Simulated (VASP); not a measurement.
# YF (Fm-3m) in VASP: further runs

Aim: see how the results for YF move with the level of theory and the settings. Levels: PBE, r2SCAN. Tasks: single point.

All numbers are computed with VASP 6.6.1; they aren't measurements. Logs are shortened: lines on timing, memory, paths and dates and some standing lists are left out, and cuts for length are marked.

## 1. The cell of the first run

Symmetry: Fm-3m, No. 225, cubic system. Conventional cell: a = 5.273 Å, b = 5.273 Å, c = 5.273 Å, α = 90.00°, β = 90.00°, γ = 90.00°. Within 3.5 Å of Y (site symmetry m-3m) lie 6 F at 2.64 Å. F (site symmetry m-3m) has 6 Y at 2.64 Å within 3.5 Å.

## 2. Single point, PBE

The input, INCAR:

```
SYSTEM = YF
ALGO = Normal
EDIFF = 1E-6
ENCUT = 600
GGA = PE
GGA_COMPAT = .FALSE.
ISIF = 2
ISMEAR = -1
LASPH = .TRUE.
LCHARG = .FALSE.
LREAL = .FALSE.
LWAVE = .FALSE.
NBANDS = 16
NELM = 120
PREC = Accurate
SIGMA = 0.1
```

The input, KPOINTS:

```
k-points
0
G
  6 6 6
  0 0 0
```

The input, POSCAR:

```
YF
1.0
    0.0000000000      2.6364370000      2.6364370000
    2.6364370000      0.0000000000      2.6364370000
    2.6364370000      2.6364370000      0.0000000000
Y F
1 1
Direct
    0.0000000000      0.0000000000      0.0000000000
    0.5000000000      0.5000000000      0.5000000000
```

Potentials or basis: VASP PAW PBE potentials, release 64 (Y_sv, F).

Command:

```console
$ cat potpaw_PBE.64/Y_sv/POTCAR potpaw_PBE.64/F/POTCAR > POTCAR
$ mpirun -np 1 vasp_std > vasp.out
```

OUTCAR:

```text
SYSTEM = YF
   EDIFF = 1E-6
   ENCUT = 600
   GGA = PE
   ISIF = 2
   ISMEAR = -1
   LASPH = .TRUE.
   LREAL = .FALSE.
   NELM = 120
   PREC = Accurate

 ion  position               nearest neighbor table
   1  0.000  0.000  0.000-   2 2.64   2 2.64   2 2.64   2 2.64   2 2.64   2 2.64
   2  0.500  0.500  0.500-   1 2.64   1 2.64   1 2.64   1 2.64   1 2.64   1 2.64

  LATTYP: Found a face centered cubic cell.
 ALAT       =     5.2728740000

  Lattice vectors:

 A1 = (   0.0000000000,   2.6364370000,   2.6364370000)
 A2 = (   2.6364370000,   0.0000000000,   2.6364370000)
 A3 = (   2.6364370000,   2.6364370000,   0.0000000000)

Analysis of symmetry for initial positions (statically):
=====================================================================
 Subroutine PRICEL returns:
 Original cell was already a primitive cell.

 Routine SETGRP: Setting up the symmetry group for a
 face centered cubic supercell.

 Subroutine GETGRP returns: Found 48 space group operations
 (whereof 48 operations were pure point group operations)
 out of a pool of 48 trial point group operations.

The static configuration has the point symmetry O_h .

Analysis of symmetry for dynamics (positions and initial velocities):
=====================================================================
 Subroutine PRICEL returns:
 Original cell was already a primitive cell.

 Routine SETGRP: Setting up the symmetry group for a
 face centered cubic supercell.

 Subroutine GETGRP returns: Found 48 space group operations
 (whereof 48 operations were pure point group operations)
 out of a pool of 48 trial point group operations.

The dynamic configuration has the point symmetry O_h .

 Subroutine INISYM returns: Found 48 space group operations
 (whereof 48 operations are pure point group operations),
 and found     1 'primitive' translations

----------------------------------------------------------------------------------------

                                     Primitive cell

  volume of cell :      36.6507

  direct lattice vectors                    reciprocal lattice vectors
     0.000000000  2.636437000  2.636437000    -0.189649895  0.189649895  0.189649895
     2.636437000  0.000000000  2.636437000     0.189649895 -0.189649895  0.189649895
     2.636437000  2.636437000  0.000000000     0.189649895  0.189649895 -0.189649895

  length of vectors
     3.728484962  3.728484962  3.728484962     0.328483254  0.328483254  0.328483254

  position of ions in fractional coordinates (direct lattice)
     0.000000000  0.000000000  0.000000000
     0.500000000  0.500000000  0.500000000

  ion indices of the primitive-cell ions
   primitive index   ion index
                 1           1
                 2           2

----------------------------------------------------------------------------------------

 KPOINTS: k-points

Automatic generation of k-mesh.
 Grid dimensions read from file:
 generate k-points for:    6    6    6

 Generating k-lattice:

  Cartesian coordinates                     Fractional coordinates (reciprocal lattice)
    -0.031608316  0.031608316  0.031608316     0.166666667  0.000000000  0.000000000
     0.031608316 -0.031608316  0.031608316     0.000000000  0.166666667  0.000000000
     0.031608316  0.031608316 -0.031608316     0.000000000  0.000000000  0.166666667

  Length of vectors
     0.054747209  0.054747209  0.054747209

  Shift w.r.t. Gamma in fractional coordinates (k-lattice)
     0.000000000  0.000000000  0.000000000

 Subroutine IBZKPT returns following result:
 ===========================================

 Found     16 irreducible k-points:

 Following reciprocal coordinates:
            Coordinates               Weight
  0.000000  0.000000  0.000000      1.000000
  0.166667  0.000000  0.000000      8.000000
  0.333333  0.000000  0.000000      8.000000
  0.500000  0.000000  0.000000      4.000000
  0.166667  0.166667  0.000000      6.000000
  0.333333  0.166667  0.000000     24.000000
[... 8 lines left out ...]
 -0.333333  0.333333  0.166667     24.000000
 -0.333333  0.500000  0.166667     12.000000
   k-points           NKPTS =     16   k-points in BZ     NKDIM =     16   number of bands    NBANDS=     16
   number of dos      NEDOS =    301   number of ions     NIONS =      2
   total plane-waves  NPLWV =  27000
   dimension x,y,z NGX =    30 NGY =   30 NGZ =   30
   dimension x,y,z NGXF=    60 NGYF=   60 NGZF=   60
   ions per type =               1   1
   NGX,Y,Z   is equivalent  to a cutoff of  13.38, 13.38, 13.38 a.u.
   NGXF,Y,Z  is equivalent  to a cutoff of  26.75, 26.75, 26.75 a.u.
 SYSTEM =  YF
   PREC   = accura    normal or accurate (medium, high low for compatibility)
   ISTART =      0    job   : 0-new  1-cont  2-samecut
   ICHARG =      2    charge: 1-file 2-atom 10-const
   ISPIN  =      1    spin polarized calculation?
   LNONCOLLINEAR =      F non collinear calculations
   LSORBIT =      F    spin-orbit coupling
   LASPH  =      T    aspherical Exc in radial PAW
   ENCUT  =  600.0 eV  44.10 Ry    6.64 a.u.   7.45  7.45  7.45*2*pi/ulx,y,z
   NELM   =    120;   NELMIN=  2; NELMDL= -5     # of ELM steps
   EDIFF  = 0.1E-05   stopping-criterion for ELM
   LREAL  =      F    real-space projection
   EDIFFG = 0.1E-04   stopping-criterion for IOM
   NSW    =      0    number of steps for IOM
   IBRION =     -1    ionic relax: 0-MD 1-quasi-New 2-CG
   NFREE  =      0    steps in history (QN), initial steepest desc. (CG)
   ISIF   =      2    stress and relaxation
   ISYM   =      2    0-nonsym 1-usesym 2-fastsym
   POTIM  = 0.5000    time-step for ionic-motion
   TEBEG  =    0.0;   TEEND  =   0.0 temperature during run
   PSTRESS=    0.0 pullay stress
   NELECT =      18.0000    total number of electrons
   NUPDOWN=      -1.0000    fix difference up-down
   EMIN   =  10.00;   EMAX   =-10.00  energy-range for DOS
   EFERMI =   0.00;   METHOD = LEGACY
   ISMEAR =    -1;   SIGMA  =   0.10  broadening in eV -4-tet -1-fermi 0-gaus
   EFERMI_NEDOS =   21; number of points for ismear=-14 and -15
   IALGO  =     38    algorithm
   IMIX   =      4    mixing-type and parameters
     AMIX     =   0.40;   BMIX     =  1.00
     AMIX_MAG =   1.60;   BMIX_MAG =  1.00
  volume/ion in A,a.u.               =      18.33       123.67
  Fermi-wavevector in a.u.,A,eV,Ry     =   1.291630  2.440828 22.698724  1.668309
  Thomas-Fermi vector in A             =   2.423388
   LORBIT       =      0    0 simple, 1 ext, 2 COOP (PROOUT), +10 PAW based schemes
   GGA     = PE    functional components
   LHFCALC =     F    Hartree Fock is set to
   AEXX    =    0.0000 exact exchange contribution
   IVDW    =     0    specifies the selected vdW correction
   LEPSILON=     F    determine dielectric tensor
   LRPA    =     F    only Hartree local field effects (RPA)
 non-spin polarized calculation
  energy-cutoff  :      600.00
  volume of cell :       36.65
 maximum number of plane-waves:      1243
 NGX is ok and might be reduce to    30
   NGX = 15   NGY = 15   NGZ = 15

 number of electron      18.0000010 magnetization

 Free energy of the ion-electron system (eV)
  ---------------------------------------------------
  ext. energy  EPLUGINS =         0.00000000
  ---------------------------------------------------
  free energy    TOTEN  =       -12.26086044 eV

  energy without entropy =      -12.19416145  energy(sigma->0) =      -12.22751095

 E-fermi :   4.8926     XC(G=0): -10.1485

 val. band max:        4.8588751928   @ k =   0.3333   0.3333   0.0000
 cond. band min:       5.0061797242   @ k =  -0.3333   0.3333   0.1667
 fundamental gap:      0.1473045314
 Fermi energy:         4.8925536619

 k-point     1 :       0.0000    0.0000    0.0000
  band No.  band energies     occupation
      1     -38.7826      2.00000
      2     -20.9806      2.00000
      3     -18.5787      2.00000
      4     -18.5787      2.00000
      5     -18.5787      2.00000
      6      -2.3174      2.00000
[... 8 lines left out ...]
     15      12.5790      0.00000
     16      21.1473      0.00000

 k-point     2 :       0.1667    0.0000    0.0000
  band No.  band energies     occupation
      1     -38.7716      2.00000
      2     -21.0615      2.00000
      3     -18.5894      2.00000
      4     -18.5894      2.00000
      5     -18.5515      2.00000
      6      -2.6806      2.00000
[... 8 lines left out ...]
     15      13.7873      0.00000
     16      18.9518      0.00000

 k-point     3 :       0.3333    0.0000    0.0000
  band No.  band energies     occupation
      1     -38.7495      2.00000
      2     -21.2163      2.00000
      3     -18.6106      2.00000
      4     -18.6106      2.00000
      5     -18.5037      2.00000
      6      -3.2415      2.00000
[... 8 lines left out ...]
     15      13.6614      0.00000
     16      16.6151      0.00000

 k-point     4 :       0.5000    0.0000    0.0000
  band No.  band energies     occupation
      1     -38.7384      2.00000
      2     -21.2907      2.00000
      3     -18.6212      2.00000
      4     -18.6212      2.00000
      5     -18.4825      2.00000
      6      -3.4772      2.00000
[... 8 lines left out ...]
     15      11.7648      0.00000
     16      14.8240      0.00000
[... 172 lines left out ...]
 k-point    14 :       0.5000    0.3333    0.1667
  band No.  band energies     occupation
      1     -38.7354      2.00000
      2     -21.1317      2.00000
      3     -18.7468      2.00000
      4     -18.7099      2.00000
      5     -18.5705      2.00000
      6      -3.0778      2.00000
[... 8 lines left out ...]
     15      12.4715      0.00000
     16      14.3914      0.00000

 k-point    15 :      -0.3333    0.3333    0.1667
  band No.  band energies     occupation
      1     -38.7282      2.00000
      2     -21.1262      2.00000
      3     -18.7938      2.00000
      4     -18.7705      2.00000
      5     -18.5516      2.00000
      6      -3.0256      2.00000
[... 8 lines left out ...]
     15      11.3673      0.00000
     16      13.5013      0.00000

 k-point    16 :      -0.3333    0.5000    0.1667
  band No.  band energies     occupation
      1     -38.7249      2.00000
      2     -21.0373      2.00000
      3     -18.9090      2.00000
      4     -18.7899      2.00000
      5     -18.5953      2.00000
      6      -2.7795      2.00000
[... 8 lines left out ...]
     15      11.0919      0.00000
     16      13.2088      0.00000

------------------------ aborting loop because EDIFF is reached ----------------------------------------

  FORCE on cell =-STRESS in cart. coord.  units (eV):
  Direction    XX          YY          ZZ          XY          YZ          ZX
  --------------------------------------------------------------------------------------
  -------------------------------------------------------------------------------------
  Total       -0.6147048     -0.6147048     -0.6147048     -0.0000000      0.0000000     -0.0000000
  in kB      -26.8716905    -26.8716905    -26.8716905     -0.0000000      0.0000000     -0.0000000
  external PRESSURE =     -26.8716905 kB  Pullay stress =       0.0000000 kB

 VOLUME and BASIS-vectors are now :
 -----------------------------------------------------------------------------
  energy-cutoff  :      600.00
  volume of cell :       36.65
      direct lattice vectors                 reciprocal lattice vectors
     0.000000000  2.636437000  2.636437000    -0.189649895  0.189649895  0.189649895
     2.636437000  0.000000000  2.636437000     0.189649895 -0.189649895  0.189649895
     2.636437000  2.636437000  0.000000000     0.189649895  0.189649895 -0.189649895

 POSITION                                       TOTAL-FORCE (eV/Angst)
 -----------------------------------------------------------------------------------
      0.00000      0.00000      0.00000         0.000000      0.000000     -0.000000
      2.63644      2.63644      2.63644        -0.000000     -0.000000      0.000000
 -----------------------------------------------------------------------------------
    total drift:                                0.000000      0.000000      0.000000

  FREE ENERGIE OF THE ION-ELECTRON SYSTEM (eV)
  ---------------------------------------------------
  free  energy   TOTEN  =       -12.2608604432 eV

  energy  without entropy=      -12.1941614474  energy(sigma->0) =      -12.22751095
```

Wall time 14 s (1 thread of Intel Xeon Platinum 8559C (Emerald Rapids), shared host); peak memory 0.18 GiB.

What came out:

```
Free energy            : -12.2609 eV
Pressure               : -2.7 GPa
Band gap on the k mesh : zero (band 9 reaches 5.01 eV, above the bottom of band 10 at 4.61 eV)
```

Levels at points of the mesh, in eV from the Fermi level:
| k point | band 7 | band 8 | band 9 | band 10 | band 11 | band 12 |
| --- | --- | --- | --- | --- | --- | --- |
| (0.00, 0.00, 0.00) | -7.21 | -7.21 | -2.81 | 0.71 | 0.71 | 0.71 |
| (0.50, 0.00, 0.00) | -7.73 | -7.73 | -0.18 | 2.01 | 2.24 | 2.24 |
| (0.50, 0.50, 0.00) | -7.33 | -7.33 | -1.65 | 0.85 | 3.31 | 3.63 |

## 3. Single point, r2SCAN

POSCAR is that of step 2.

The input, INCAR.step1:

```
SYSTEM = YF
ALGO = Normal
EDIFF = 1E-5
ENCUT = 660
GGA = PE
GGA_COMPAT = .False.
ISMEAR = -1
LASPH = .True.
LCHARG = .False.
LREAL = .False.
LWAVE = .True.
NBANDS = 16
NELM = 120
PREC = Accurate
SIGMA = 0.1
```

The input, INCAR.step2:

```
SYSTEM = YF
ALGO = Normal
EDIFF = 1E-6
ENCUT = 660
GGA_COMPAT = .False.
ISIF = 2
ISMEAR = -1
ISTART = 1
LASPH = .True.
LCHARG = .False.
LMIXTAU = .True.
LREAL = .False.
LWAVE = .False.
METAGGA = R2SCAN
NBANDS = 16
NELM = 120
PREC = Accurate
SIGMA = 0.1
```

The input, KPOINTS:

```
k-points
0
Gamma
  6 6 6
  0 0 0
```

Potentials or basis: VASP PAW PBE potentials, release 64 (Y_sv, F).

Command:

```console
$ cat potpaw_PBE.64/Y_sv/POTCAR potpaw_PBE.64/F/POTCAR > POTCAR
$ cp INCAR.step1 INCAR
$ mpirun -np 1 vasp_std > vasp.out
$ cp INCAR.step2 INCAR
$ mpirun -np 1 vasp_std > vasp.out
```

Wall time 44 s (1 thread of Intel Xeon Platinum 8559C (Emerald Rapids), shared host); peak memory 0.2 GiB.

It converged, with:

| Item | Value |
| --- | --- |
| Free energy | -27.6795 eV |
| Pressure | -4.8 GPa |
| Band gap on the k mesh | zero (band 9 reaches 5.06 eV, above the bottom of band 10 at 4.74 eV) |

Levels at points of the mesh, in eV from the Fermi level:
```
           k point  band 6  band 7  band 8  band 9  band 10  band 11  band 12  band 13
(0.00, 0.00, 0.00)   -7.74   -7.74   -7.74   -2.75     0.85     0.85     0.85     2.65
(0.50, 0.00, 0.00)   -8.85   -8.23   -8.23   -0.22     2.07     2.42     2.42     4.71
(0.50, 0.50, 0.00)   -8.18   -7.86   -7.86   -1.72     1.16     3.37     3.93     4.35
```

Caveat: the PAW data sets were made with another functional, which shifts forces and pressure a little.

## 4. Single point, r2SCAN

POSCAR is that of step 3.

The input, INCAR.step1:

```
PREC = Accurate ; ENCUT = 660
ISMEAR = -1 ; SIGMA = 0.1
LREAL = F ; LASPH = T
NELM = 120 ; NBANDS = 16
GGA = PE ; ALGO = Normal
EDIFF = 1E-5 ; LWAVE = T
LCHARG = F ; GGA_COMPAT = F
```

The input, INCAR.step2:

```
PREC = Accurate ; ENCUT = 660
EDIFF = 1E-6 ; ISMEAR = -1
SIGMA = 0.1 ; LREAL = F
LASPH = T ; NELM = 120
ALGO = Normal ; ISIF = 2
LWAVE = F ; LCHARG = F
METAGGA = R2SCAN ; LMIXTAU = T
NBANDS = 16 ; ISTART = 1
GGA_COMPAT = F
```

The input, KPOINTS:

```
regular mesh
0
Gamma
  6 6 6
```

Command:

```console
$ cat potpaw_PBE.64/Y_sv/POTCAR potpaw_PBE.64/F/POTCAR > POTCAR
$ cp INCAR.step1 INCAR
$ mpirun -np 1 vasp_std > vasp.out
$ cp INCAR.step2 INCAR
$ mpirun -np 1 vasp_std > vasp.out
```

Run time: 40 s. Hardware: 1 thread of Intel Xeon Platinum 8559C (Emerald Rapids), shared host; peak memory 0.2 GiB.

It converged, with:

```yaml
Free_energy: -27.6795 eV
Pressure: -4.8 GPa
Band_gap_on_the_k_mesh: zero (band 9 reaches 5.06 eV, above the bottom of band 10 at 4.74 eV)
```

Levels at points of the mesh, in eV from the Fermi level:
| k point | band 5 | band 6 | band 7 | band 8 | band 9 | band 10 | band 11 | band 12 | band 13 | band 14 |
| --- | --- | --- | --- | --- | --- | --- | --- | --- | --- | --- |
| (0.00, 0.00, 0.00) | -24.39 | -7.74 | -7.74 | -7.74 | -2.75 | 0.85 | 0.85 | 0.85 | 2.65 | 2.65 |
| (0.50, 0.00, 0.00) | -24.38 | -8.85 | -8.23 | -8.23 | -0.22 | 2.07 | 2.42 | 2.42 | 4.71 | 4.71 |
| (0.50, 0.50, 0.00) | -24.54 | -8.18 | -7.86 | -7.86 | -1.72 | 1.16 | 3.37 | 3.93 | 4.35 | 4.35 |

Caveat: the PAW data sets were made with another functional, which shifts forces and pressure a little.
